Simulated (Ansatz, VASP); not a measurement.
One calculation of Rh, two programs

```xyz
6
Lattice="4.6635 0.0000 0.0000 0.0000 4.6635 0.0000 0.0000 0.0000 4.6635" Properties=species:S:1:pos:R:3 pbc="T T T"
Rh    0.0000    2.3317    1.1659
Rh    0.0000    2.3317    3.4976
Rh    1.1659    0.0000    2.3317
Rh    2.3317    1.1659    0.0000
Rh    2.3317    3.4976    0.0000
Rh    3.4976    0.0000    2.3317
```

Alike in both runs: functional PBE; k mesh 4 × 4 × 4; occupations gaussian, width 0.1 eV; no spin polarisation.

Ansatz relaxed the structure, and its values are those at the end. VASP's run is a single point on that final structure, the one shown.

```csv
,VASP,Ansatz
version,VASP 6.6.1,Ansatz 0.2.0
potentials or method,"VASP PAW PBE potentials, release 64 (Rh_pv), cutoff 520 eV","scalar-relativistic, plane waves, PAW"
valence electrons in the cell,90,102
```

VASP gave:

| Item | Value |
| --- | --- |
| gap on the k mesh at the Fermi level (eV) | none |
| pressure (GPa) | 0.2 |

Q: Which values does Ansatz return?

A: gap on the k mesh at the Fermi level (eV): none; pressure (GPa): 0.0.

A gap of «none» marks a metal or a gap that the smearing closes. With one functional, cell and mesh, what is left measures potentials, basis and numerics. VASP's potentials hold 90 valence electrons a cell and Ansatz's 102, so a difference there can come from the potentials and not from the codes.
